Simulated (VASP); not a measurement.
## Si4HC4: single point with PBE

System: Si4HC4, a slab with vacuum.

```
Si C H
1.0
     3.09201    0.00000    0.00000
     0.00000    5.07382    0.00000
     0.00000    0.00000   18.96869
Si C H
4 4 1
Direct
  0.00000 0.99544 0.21087
  0.50000 0.49544 0.25793
  0.50000 0.99367 0.35653
  0.00000 0.46505 0.38534
  0.00000 0.61956 0.21087
  0.50000 0.11956 0.25793
  0.50000 0.62504 0.35690
  0.00000 0.12382 0.39374
  0.50000 0.79049 0.49276
```

| Item | Value |
| --- | --- |
| Program | VASP 6.6.1 |
| Task | single point |
| Functional | PBE |
| Potentials or basis | VASP PAW PBE potentials, release 64 (Si, C, H) |
| Cutoff | 640 eV |
| k mesh | 9 × 5 × 1 |
| Occupations | gaussian, width 0.05 eV |
| Spin | collinear spin |
| Starting moments | [0.0, 0.0, 0.0, 0.0, 0.0, 0.0, 0.0, 0.0, 1.0] μB |
| Dipole correction | yes |
| Second try | not_converged |
| Further INCAR settings | ALGO = Normal; EDIFF = 1e-06; NBANDS = 30; AMIX = 0.1; BMIX = 0.0001; NELMDL = -8 |

| Quantity | Value |
| --- | --- |
| Largest force | 3.116 eV/Å |
| Band gap on the k mesh | 0.50 eV (least direct gap 0.73 eV) |
| Net moment | 1.00 μB per cell |
| Site moments | Si +0.02, +0.01, +0.00 (each value once); C -0.00, +0.00, +0.02 (each value once); H +0.35 μB |
| Valence electrons inside the program's atomic spheres | Si 1.61, 1.63, 1.67, 1.73; C 2.39, 2.48, 2.54, 2.53; H 0.38 |

Forces on the atoms (eV/Å):
```
Si   0.000 -2.216  2.191
Si   0.000  0.724 -2.563
Si   0.000 -0.070  0.038
Si   0.000  0.210  0.216
C    0.000  1.263  1.400
C    0.000  0.232 -1.039
C    0.000 -0.069 -0.223
C    0.000 -0.074 -0.027
H    0.000  0.001  0.006
```

Levels at points of the mesh, in eV from the valence-band top:
Spin up:
```
           k point  band 14  band 15  band 16  band 17  band 18  band 19  band 20  band 21
(0.00, 0.00, 0.00)    -1.41    -0.96    -0.26    -0.09     1.13     2.58     3.14     4.05
```
Spin down:
| k point | band 14 | band 15 | band 16 | band 17 | band 18 | band 19 |
| --- | --- | --- | --- | --- | --- | --- |
| (0.00, 0.00, 0.00) | -1.23 | -0.26 | -0.11 | 0.64 | 1.87 | 2.78 |

Run time: 9.6 min on 4 MPI ranks on Intel(R) Xeon(R) Platinum 8175M CPU @ 2.50GHz (Skylake/Cascade Lake), on a shared host, peak memory 0.8 GiB a rank.
